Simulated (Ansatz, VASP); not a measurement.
**One calculation of Ru, two programs**

File INCAR:

```
PREC = Accurate
ENCUT = 520
EDIFF = 1E-6
ISMEAR = 0
SIGMA = 0.03
LREAL = F
LASPH = T
NELM = 60
ALGO = Normal
ISIF = 2
LWAVE = F
LCHARG = T
GGA = PE
LELF = T
LVHAR = T
NBANDS = 21
```

KPOINTS

```
Automatic mesh
0
Gamma
  13 13 7
```

Contents of POSCAR:

```
Ru
1.0
    2.7235595794      0.0000000000      0.0000000000
   -1.3617797897      2.3586717845      0.0000000000
    0.0000000000      0.0000000000      4.2890849607
Ru
2
Direct
    0.3333333333      0.6666666667      0.2500000000
    0.6666666667      0.3333333333      0.7500000000
```

Input for Ansatz:

```yaml
crystal:
  lattice:
    - [2.7235595794, 0.0, 0.0]
    - [-1.3617797897, 2.3586717845, 0.0]
    - [0.0, 0.0, 4.2890849607]
  atoms:
    - { symbol: Ru, position: [0.3333333333, 0.6666666667, 0.25] }
    - { symbol: Ru, position: [0.6666666667, 0.3333333333, 0.75] }
hamiltonian:
  xc: pbe
  pseudopotentials:
    kind: paw
    azcp:
      Ru: "pseudopotentials/Ru.paw.azcp"
basis:
  ecutwfc: 420
  fft_grid_basis: typed
kpoints:
  mp_grid: { grid: [13, 13, 7], shift: [0, 0, 0] }
magnetization:
  spin_polarized: false
scf:
  occupations: { method: gaussian, width: 0.03 }
  lower_state_search: "off"
output:
  stress: true
```

Alike in both runs: task single point; functional PBE; k mesh 13 × 13 × 7; occupations gaussian, width 0.03 eV; no spin polarisation.

```csv
,VASP,Ansatz
version,VASP 6.6.1,Ansatz 0.2.0
potentials or method,"VASP PAW PBE potentials, release 64 (Ru_pv), cutoff 520 eV","plane waves (420 eV) with PAW, scalar-relativistic"
valence electrons in the cell,28,32
```

```csv
,VASP,Ansatz,Ansatz less VASP
pressure (GPa),-0.4,-0.2,+0.11
"traceless stress, the component that is largest in VASP (GPa)",0.36,0.34,-0.019
```

VASP's potentials hold 28 valence electrons a cell and Ansatz's 32, so a difference there can come from the potentials and not from the codes.
